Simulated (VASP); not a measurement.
**BP: single point with PBE**

Crystal: BP.

```
CELL_PARAMETERS angstrom
0.00000 2.26900 2.26900
2.26900 0.00000 2.26900
2.26900 2.26900 0.00000
ATOMIC_POSITIONS crystal
P 0.75000 0.75000 0.75000
B 0.00000 0.00000 0.00000
```

```
Program                : VASP 6.6.1
Task                   : single point
Functional             : PBE
Potentials or basis    : VASP PAW PBE potentials, release 64 (P, B)
Cutoff                 : 520 eV
k mesh                 : 10 × 10 × 10
Occupations            : gaussian, width 0.01 eV
Spin                   : no spin polarisation
Dipole correction      : no
Further INCAR settings : ALGO = Normal; EDIFF = 1e-06; NBANDS = 11
```

The pressure is 0.9 GPa and the band gap on the k mesh is 1.24 eV, indirect (least direct gap 3.40 eV).

Levels at points of the mesh, in eV from the valence-band top:
| k point | band 1 | band 2 | band 3 | band 4 | band 5 | band 6 | band 7 | band 8 | band 9 |
| --- | --- | --- | --- | --- | --- | --- | --- | --- | --- |
| (0.00, 0.00, 0.00) | -15.46 | 0.00 | 0.00 | 0.00 | 3.40 | 3.40 | 3.40 | 7.37 | 11.51 |
| (0.50, 0.00, 0.00) | -12.14 | -9.03 | -1.76 | -1.76 | 3.78 | 4.71 | 4.71 | 10.13 | 14.63 |
| (0.50, 0.50, 0.00) | -10.61 | -8.58 | -4.11 | -4.11 | 1.33 | 1.66 | 12.12 | 12.12 | 15.23 |

Wall time 7.9 s on 1 thread of AMD EPYC 7R13 Processor (Zen 3), with other jobs on the host, peak memory 0.1 GiB.

A k mesh can miss the band edges.
